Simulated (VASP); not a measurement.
Set up this calculation in VASP 6.6.1, as the native input.

```yaml
Task: single point
Functional: PBE
Potentials_or_basis: VASP PAW PBE potentials, release 64 (Si, Ge_d)
Cutoff: 520 eV
k_mesh: 10 × 10 × 6
Occupations: gaussian, width 0.02 eV
Spin: no spin polarisation
Dipole_correction: no
Further_INCAR_settings: ALGO = Normal; EDIFF = 1e-07; NBANDS = 21
```

The structure of Si3Ge lies in POSCAR:

```
Si3Ge
1.0
    4.0378786258      0.0000000000      0.0000000000
    0.0000000000      4.0378786258      0.0000000000
    0.0000000000      0.0000000000      5.7128725385
Si Ge
3 1
Direct
    0.5000000000      0.5000000000      0.0000000000
    0.0000000000      0.5000000000      0.7561336471
    0.5000000000      0.0000000000      0.2438663529
    0.0000000000      0.0000000000      0.5000000000
```

One way to write it, as run:

INCAR

```
SYSTEM = Si3Ge
PREC     = Accurate       ! precision mode
ENCUT    = 520            ! plane-wave cutoff, eV
EDIFF    = 1E-7           ! SCF threshold, eV
ISMEAR   = 0              ! smearing method
SIGMA    = 0.02           ! smearing width, eV
LREAL    = .False.        ! projectors in reciprocal space
LASPH    = .True.         ! aspherical terms in the spheres
NELM     = 100            ! most SCF steps
ALGO     = Normal         ! electronic algorithm
ISIF     = 2              ! what is computed and relaxed
LWAVE    = .False.        ! write WAVECAR
LCHARG   = .False.        ! write CHGCAR
GGA      = PE             ! functional
NBANDS   = 21             ! bands
```

KPOINTS

```
regular mesh
0
Gamma
  10 10 6
  0 0 0
```

Potentials or basis: VASP PAW PBE potentials, release 64 (Si, Ge_d).

Command:

```console
$ cat potpaw_PBE.64/Si/POTCAR potpaw_PBE.64/Ge_d/POTCAR > POTCAR
$ mpirun -np 1 vasp_std > vasp.out
```

Results of the run:

- Pressure: -6.3 GPa
- Band gap on the k mesh: 0.54 eV (least direct gap 0.81 eV)

Caveat: the cell stands under tension.

Run time: 47 s on 1 thread of AMD EPYC 9R45 96-Core Processor (Zen 5) (shared host), peak memory 0.25 GiB.
